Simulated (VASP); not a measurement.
The system is EuZn.

```
Eu Zn
1.0
     3.80800    0.00000    0.00000
     0.00000    3.80800    0.00000
     0.00000    0.00000    3.80800
Eu Zn
1 1
Direct
  0.00000 0.00000 0.00000
  0.50000 0.50000 0.50000
```

Base run:

- Program: VASP 6.6.1
- Functional: LDA
- Potentials or basis: VASP PAW PBE potentials, release 64 (Eu, Zn)
- Cutoff: 520 eV
- k mesh: 9 × 9 × 9
- Occupations: fermi-dirac, width 0.08 eV
- Spin: collinear spin, ferromagnetic start
- Starting moments: [7.0, 0.0] μB
- Hubbard terms: Eu f U = 3.0 eV

Its results: pressure -4.5 GPa; net moment 7.13 μB per cell; site moments Eu +6.70; Zn +0.01 μB.

**Question.** The run is repeated on the same cell with these changes: hubbard terms from Eu f U = 3.0 eV to Eu f U = 8.0 eV. What comes out?

**Answer.** Pressure -3.2 GPa; net moment 7.19 μB per cell; site moments Eu +6.80; Zn +0.01 μB.

Caveats: the cell stands under tension; the PAW data sets were made with another functional, which shifts forces and pressure a little.
